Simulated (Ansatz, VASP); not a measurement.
**Te2Pb: VASP beside Ansatz**

```xyz
3
Lattice="0.0000 3.7966 3.7966 3.7966 0.0000 3.7966 3.7966 3.7966 0.0000" Properties=species:S:1:pos:R:3 pbc="T T T"
Pb    0.0000    0.0000    0.0000
Te    1.8983    1.8983    1.8983
Te    5.6949    5.6949    5.6949
```

Alike in both runs: task single point; functional PBE; k mesh 4 × 4 × 4; occupations fermi-dirac, width 0.02 eV; no spin polarisation.

```csv
,VASP,Ansatz
version,VASP 6.6.1,Ansatz 0.2.0
potentials or method,"VASP PAW PBE potentials, release 64 (Pb_d, Te)",plane waves
plane-wave cutoff (eV),520,420
valence electrons in the cell,26,46
```

|  | VASP | Ansatz | Ansatz less VASP |
| --- | --- | --- | --- |
| pressure (GPa) | 0.4 | 0.4 | +0.04 |

The functional is the same, so the differences come from potentials, cutoffs and numerics. VASP's potentials hold 26 valence electrons a cell and Ansatz's 46, so a difference there can come from the potentials and not from the codes.

Neither program's run includes spin-orbit coupling.
